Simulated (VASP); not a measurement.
Input of a VASP 6.6.1 run:

Contents of INCAR:

```
ALGO     = Normal         # electronic algorithm
EDIFF    = 1E-6           # SCF threshold, eV
ENCUT    = 520            # plane-wave cutoff, eV
GGA      = PE             # functional
ISIF     = 2              # what is computed and relaxed
ISMEAR   = 0              # smearing method
LASPH    = T              # aspherical terms in the spheres
LCHARG   = F              # write CHGCAR
LREAL    = F              # projectors in reciprocal space
LWAVE    = F              # write WAVECAR
NBANDS   = 21             # bands
NELM     = 80             # most SCF steps
PREC     = Accurate       # precision mode
SIGMA    = 0.1            # smearing width, eV
```

File KPOINTS:

```
k-points
0
Gamma
  10 10 6
```

The input POSCAR:

```
Ru
1.0
    2.7239986100      0.0000000000      0.0000000000
   -1.3619993100      2.3590520000      0.0000000000
    0.0000000000      0.0000000000      4.3320000000
Ru
2
Direct
    0.3333333300      0.6666666700      0.2500000000
    0.6666666700      0.3333333300      0.7500000000
```

Potentials or basis: VASP PAW PBE potentials, release 64 (Ru_pv).

Launch:

```bash
$ cat potpaw_PBE.64/Ru_pv/POTCAR > POTCAR
$ mpirun -np 1 vasp_std > vasp.out
```

(1) Estimate the band gap on the k mesh.

(2) What does it give for the pressure?

Answers

(1) zero (band 14 reaches 13.95 eV, above the bottom of band 15 at 10.88 eV).

(2) -3.4 GPa.
